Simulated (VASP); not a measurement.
# Pt (P6_3/mmc) in VASP: notebook, part 2 of 2

VASP 6.6.1. The steps go on from the part before.

### Step 5. Single point, PBEsol

This run uses another cell than the first one, of 16.64 Å³/atom.

Contents of INCAR:

```
PREC = Accurate ; ENCUT = 520
EDIFF = 1E-7 ; ISMEAR = 0
SIGMA = 0.15 ; LREAL = F
LASPH = T ; NELM = 60
ALGO = Fast ; ISIF = 2
LWAVE = F ; LCHARG = F
GGA = PS ; NBANDS = 17
```

Contents of KPOINTS:

```
regular mesh
0
Gamma
  18 18 10
```

Contents of POSCAR:

```
Pt
1.0
    2.7888000000      0.0000000000      0.0000000000
   -1.3944000000      2.4151716461      0.0000000000
    0.0000000000      0.0000000000      4.9423000000
Pt
2
Direct
    0.6666666667      0.3333333333      0.7500000000
    0.3333333333      0.6666666667      0.2500000000
```

Potentials or basis: VASP PAW PBE potentials, release 64 (Pt).

The run is started by

```sh
$ cat potpaw_PBE.64/Pt/POTCAR > POTCAR
$ mpirun -np 1 vasp_std > vasp.out
```

OUTCAR:

```text
PREC = Accurate
   ENCUT = 520
   EDIFF = 1E-7
   ISMEAR = 0
   LREAL = F
   LASPH = T
   NELM = 60
   ISIF = 2
   GGA = PS

 ion  position               nearest neighbor table
   1  0.667  0.333  0.750-   2 2.95   2 2.95   2 2.95   2 2.95   2 2.95   2 2.95
   2  0.333  0.667  0.250-   1 2.95   1 2.95   1 2.95   1 2.95   1 2.95   1 2.95

  LATTYP: Found a hexagonal cell.
 ALAT       =     2.7888000000
 C/A-ratio  =     1.7721959266

  Lattice vectors:

 A1 = (   2.7888000000,   0.0000000000,   0.0000000000)
 A2 = (  -1.3944000000,   2.4151716461,   0.0000000000)
 A3 = (   0.0000000000,   0.0000000000,   4.9423000000)

Analysis of symmetry for initial positions (statically):
=====================================================================
 Subroutine PRICEL returns:
 Original cell was already a primitive cell.

 Routine SETGRP: Setting up the symmetry group for a
 hexagonal supercell.

 Subroutine GETGRP returns: Found 24 space group operations
 (whereof 12 operations were pure point group operations)
 out of a pool of 24 trial point group operations.

The static configuration has the point symmetry D_3d.
 The point group associated with its full space group is D_6h.

Analysis of symmetry for dynamics (positions and initial velocities):
=====================================================================
 Subroutine PRICEL returns:
 Original cell was already a primitive cell.

 Routine SETGRP: Setting up the symmetry group for a
 hexagonal supercell.

 Subroutine GETGRP returns: Found 24 space group operations
 (whereof 12 operations were pure point group operations)
 out of a pool of 24 trial point group operations.

The dynamic configuration has the point symmetry D_3d.
 The point group associated with its full space group is D_6h.
[... 107 lines left out ...]
   POTIM  = 0.5000    time-step for ionic-motion
   TEBEG  =    0.0;   TEEND  =   0.0 temperature during run
   PSTRESS=    0.0 pullay stress
   NELECT =      20.0000    total number of electrons
   NUPDOWN=      -1.0000    fix difference up-down
   EMIN   =  10.00;   EMAX   =-10.00  energy-range for DOS
   EFERMI =   0.00;   METHOD = LEGACY
   ISMEAR =     0;   SIGMA  =   0.15  broadening in eV -4-tet -1-fermi 0-gaus
   EFERMI_NEDOS =   21; number of points for ismear=-14 and -15
   IALGO  =     68    algorithm
   IMIX   =      4    mixing-type and parameters
     AMIX     =   0.40;   BMIX     =  1.00
     AMIX_MAG =   1.60;   BMIX_MAG =  1.00
  volume/ion in A,a.u.               =      16.64       112.32
  Fermi-wavevector in a.u.,A,eV,Ry     =   1.381402  2.610471 25.963601  1.908271
  Thomas-Fermi vector in A             =   2.506189
   LORBIT       =      0    0 simple, 1 ext, 2 COOP (PROOUT), +10 PAW based schemes
   GGA     = PS    functional components
   LHFCALC =     F    Hartree Fock is set to
   AEXX    =    0.0000 exact exchange contribution
   IVDW    =     0    specifies the selected vdW correction
   LEPSILON=     F    determine dielectric tensor
   LRPA    =     F    only Hartree local field effects (RPA)
 non-spin polarized calculation
 RMM-DIIS sequential band-by-band and
 Gauss-broadening in eV      SIGMA  =   0.15
  energy-cutoff  :      520.00
  volume of cell :       33.29
 maximum number of plane-waves:       910
 NGX is ok and might be reduce to    24
   NGX = 11   NGY = 11   NGZ = 19

 number of electron      19.9999999 magnetization

 Free energy of the ion-electron system (eV)
  ---------------------------------------------------
  ext. energy  EPLUGINS =         0.00000000
  ---------------------------------------------------
  free energy    TOTEN  =       -13.60261606 eV

  energy without entropy =      -13.55928292  energy(sigma->0) =      -13.58094949

 E-fermi :   9.2623     XC(G=0): -13.0424

 val. band max:        9.2570382255   @ k =   0.3333   0.1667   0.5000
 cond. band min:       9.2637948879   @ k =   0.4444   0.0556   0.4000
 fundamental gap:      0.0067566623
 Fermi energy:         9.2622601644

 k-point     1 :       0.0000    0.0000    0.0000
  band No.  band energies     occupation
      1       0.0585      2.00000
      2       2.5881      2.00000
      3       5.5175      2.00000
      4       6.1044      2.00000
      5       6.1044      2.00000
      6       6.4084      2.00000
[... 457 lines left out ...]
      4       6.1178      2.00000
      5       6.3051      2.00000
      6       6.4567      2.00000
[... 9 lines left out ...]
     16      21.1955      0.00000
     17      22.7192      0.00000

 [... further k-points ...]
[... 5 lines left out ...]
  --------------------------------------------------------------------------------------
  -------------------------------------------------------------------------------------
  Total       -4.1506394     -4.1506394     -4.4178276      0.0000000      0.0000000      0.0000000
  in kB     -199.7703884   -199.7703884   -212.6301605      0.0000000      0.0000000      0.0000000
  external PRESSURE =    -204.0569791 kB  Pullay stress =       0.0000000 kB

 VOLUME and BASIS-vectors are now :
 -----------------------------------------------------------------------------
  energy-cutoff  :      520.00
  volume of cell :       33.29
      direct lattice vectors                 reciprocal lattice vectors
     2.788800000  0.000000000  0.000000000     0.358577166  0.207024623  0.000000000
    -1.394400000  2.415171646  0.000000000     0.000000000  0.414049246  0.000000000
     0.000000000  0.000000000  4.942300000     0.000000000  0.000000000  0.202334945

 POSITION                                       TOTAL-FORCE (eV/Angst)
 -----------------------------------------------------------------------------------
      1.39440      0.80506      3.70673         0.000000     -0.000000      0.000000
     -0.00000      1.61011      1.23558        -0.000000      0.000000      0.000000
 -----------------------------------------------------------------------------------
    total drift:                                0.000000     -0.000000      0.000000

  FREE ENERGIE OF THE ION-ELECTRON SYSTEM (eV)
  ---------------------------------------------------
  free  energy   TOTEN  =       -13.6026160624 eV

  energy  without entropy=      -13.5592829198  energy(sigma->0) =      -13.58094949
```

OSZICAR:

```text
N       E                     dE             d eps       ncg     rms          rms(c)
DAV:   1     0.981144075139E+02    0.98114E+02   -0.10387E+04  7548   0.112E+03
DAV:   2    -0.126895011218E+02   -0.11080E+03   -0.10521E+03  8120   0.240E+02
DAV:   3    -0.145319143589E+02   -0.18424E+01   -0.18139E+01  9273   0.305E+01
DAV:   4    -0.145416880447E+02   -0.97737E-02   -0.97694E-02  8858   0.231E+00
DAV:   5    -0.145417876784E+02   -0.99634E-04   -0.99633E-04  9363   0.247E-01    0.143E+01
RMM:   6    -0.136705571447E+02    0.87123E+00   -0.13948E+00  7572   0.862E+00    0.730E+00
RMM:   7    -0.136099140865E+02    0.60643E-01   -0.21943E-01  7794   0.342E+00    0.306E+00
RMM:   8    -0.136039147325E+02    0.59994E-02   -0.35025E-02  7827   0.142E+00    0.108E+00
RMM:   9    -0.136025817672E+02    0.13330E-02   -0.38651E-03  8286   0.458E-01    0.998E-02
RMM:  10    -0.136026159776E+02   -0.34210E-04   -0.38780E-04  8436   0.127E-01    0.739E-02
RMM:  11    -0.136026150672E+02    0.91039E-06   -0.49099E-05  8432   0.509E-02    0.848E-03
RMM:  12    -0.136026158672E+02   -0.79996E-06   -0.11270E-05  8473   0.222E-02    0.274E-03
RMM:  13    -0.136026161018E+02   -0.23458E-06   -0.22618E-06  8358   0.971E-03    0.135E-03
RMM:  14    -0.136026160624E+02    0.39345E-07   -0.59200E-07  7364   0.503E-03
   1 F= -.13602616E+02 E0= -.13580949E+02  d E =-.433331E-01
```

stdout:

```text
POSCAR found type information on POSCAR Pt
 POSCAR found :  1 types and       2 ions
 scaLAPACK will be used
 -----------------------------------------------------------------------------
|                                                                             |
|                                                                             |
|     You enforced a specific xc type in the INCAR file but a different       |
|     I HOPE YOU KNOW WHAT YOU ARE DOING!                                     |
|                                                                             |
 -----------------------------------------------------------------------------

 LDA part: xc-table for (Slater+PW92), standard interpolation
 POSCAR, INCAR and KPOINTS ok, starting setup
 FFT: planning ... GRIDC
 FFT: planning ... GRID_SOFT
 FFT: planning ... GRID
 WAVECAR not read
 entering main loop
```

Wall time 42 s (1 thread of Intel Xeon 6975P-C (Granite Rapids), shared host); peak memory 0.24 GiB.

Results:

```
Free energy            : -13.6026 eV
Pressure               : -20.4 GPa
Band gap on the k mesh : zero (bands 10 and 11 overlap by 1.19 eV)
```

Caveat: the cell stands under tension; the PAW data sets were made with another functional, which shifts forces and pressure a little; spin-orbit coupling is left out, which moves the levels of the heavy elements.

### Step 6. Single point, PBEsol

This run uses another cell than the first one, of 16.75 Å³/atom.

Contents of INCAR:

```
ALGO     = Fast           # electronic algorithm
EDIFF    = 1E-6           # SCF threshold, eV
ENCUT    = 520            # plane-wave cutoff, eV
GGA      = PS             # functional
ISIF     = 2              # what is computed and relaxed
ISMEAR   = 0              # smearing method
LASPH    = T              # aspherical terms in the spheres
LCHARG   = T              # write CHGCAR
LELF     = T              # ELF
LREAL    = F              # projectors in reciprocal space
LVHAR    = T            
LWAVE    = F              # write WAVECAR
NBANDS   = 17             # bands
NELM     = 60             # most SCF steps
PREC     = Accurate       # precision mode
SIGMA    = 0.15           # smearing width, eV
```

Contents of KPOINTS:

```
k-points
0
Gamma
  18 18 10
```

Contents of POSCAR:

```
Pt
1.0
    2.9160000000      0.0000000000      0.0000000000
   -1.4580000000      2.5253300774      0.0000000000
    0.0000000000      0.0000000000      4.5500000000
Pt
2
Direct
    0.6666666667      0.3333333333      0.7500000000
    0.3333333333      0.6666666667      0.2500000000
```

Potentials or basis: VASP PAW PBE potentials, release 64 (Pt).

The run is started by

```sh
$ cat potpaw_PBE.64/Pt/POTCAR > POTCAR
$ mpirun -np 1 vasp_std > vasp.out
```

Wall time 37 s (1 thread of Intel Xeon 6975P-C (Granite Rapids), shared host); peak memory 0.23 GiB.

Results (log left out):

| Property | Result |
| --- | --- |
| Free energy | -13.4952 eV |
| Pressure | -21.3 GPa |
| Band gap on the k mesh | zero (bands 10 and 11 overlap by 1.06 eV) |

Stress tensor (GPa, compression positive):
```
-23.45   0.00   0.00
  0.00 -23.45   0.00
  0.00   0.00 -17.00
```

Levels at points of the mesh, in eV from the Fermi level:
| k point | band 8 | band 9 | band 10 | band 11 | band 12 | band 13 |
| --- | --- | --- | --- | --- | --- | --- |
| (0.00, 0.00, 0.00) | -2.33 | -2.33 | -0.27 | -0.27 | 0.23 | 5.57 |
| (0.50, 0.00, 0.00) | -0.19 | 0.14 | 0.26 | 1.84 | 2.97 | 7.50 |
| (0.00, 0.00, 0.50) | -3.25 | -0.79 | -0.79 | -0.79 | -0.79 | 13.54 |
| (0.50, 0.00, 0.50) | -0.81 | 0.02 | 0.02 | 1.60 | 1.60 | 5.67 |

Caveat: the cell stands under tension; the PAW data sets were made with another functional, which shifts forces and pressure a little; spin-orbit coupling is left out, which moves the levels of the heavy elements.

### Step 7. The runs side by side

```csv
cell,gap on the mesh (eV),pressure (GPa)
"a = 2.789, b = 2.789, c = 4.864 Å, angles 90.0, 90.0, 120.0°, 2 atoms",none,-18.1
"a = 2.916, b = 2.916, c = 4.472 Å, angles 90.0, 90.0, 120.0°, 2 atoms",none,-18.0
"a = 2.852, b = 2.852, c = 4.707 Å, angles 90.0, 90.0, 120.0°, 2 atoms",none,-20.6
"a = 2.789, b = 2.789, c = 4.942 Å, angles 90.0, 90.0, 120.0°, 2 atoms",none,-20.4
"a = 2.916, b = 2.916, c = 4.550 Å, angles 90.0, 90.0, 120.0°, 2 atoms",none,-21.3
```

Alike in all rows: task single point; level PBEsol; potentials or basis VASP PAW PBE potentials, release 64 (Pt); no spin polarisation; k mesh 18 × 18 × 10; cutoff (eV) 520; smearing gaussian 0.15 eV.

Caveats: the cell stands under tension; the PAW data sets were made with another functional, which shifts forces and pressure a little; spin-orbit coupling is left out, which moves the levels of the heavy elements.

Total energies depend on the potentials used, so only differences within one code and one set of settings carry meaning.
